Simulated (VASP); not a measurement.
Input of a VASP 6.6.1 run:

INCAR

```
SYSTEM = NiSb
PREC = Accurate
ENCUT = 520
EDIFF = 1E-6
ISMEAR = -1
SIGMA = 0.05
LREAL = .FALSE.
LASPH = .TRUE.
NELM = 150
ALGO = Normal
ISIF = 2
LWAVE = .FALSE.
LCHARG = .TRUE.
ISPIN = 2
MAGMOM = 0 0 1 1
LORBIT = 11
LMAXMIX = 4
GGA = PS
LELF = .TRUE.
LVHAR = .TRUE.
NBANDS = 27
```

KPOINTS

```
regular mesh
0
G
  8 8 5
  0 0 0
```

POSCAR

```
NiSb
1.0
    3.9540140032      0.0000000000      0.0000000000
   -1.9770070016      3.4242765737      0.0000000000
    0.0000000000      0.0000000000      5.1539082729
Sb Ni
2 2
Direct
    0.6666666667      0.3333333333      0.7500000000
    0.3333333333      0.6666666667      0.2500000000
    0.0000000000      0.0000000000      0.5000000000
    0.0000000000      0.0000000000      0.0000000000
```

Potentials or basis: VASP PAW PBE potentials, release 64 (Sb, Ni).

Run with:

```console
$ cat potpaw_PBE.64/Sb/POTCAR potpaw_PBE.64/Ni/POTCAR > POTCAR
$ mpirun -np 1 vasp_std > vasp.out
```

(1) Estimate the band gap on the k mesh.

(2) What does it give for the net moment?

Results:

(1) zero (filled and empty bands overlap).

(2) 0.00 μB per cell.

Caveat: spin-orbit coupling is left out, which moves the levels of the heavy elements.
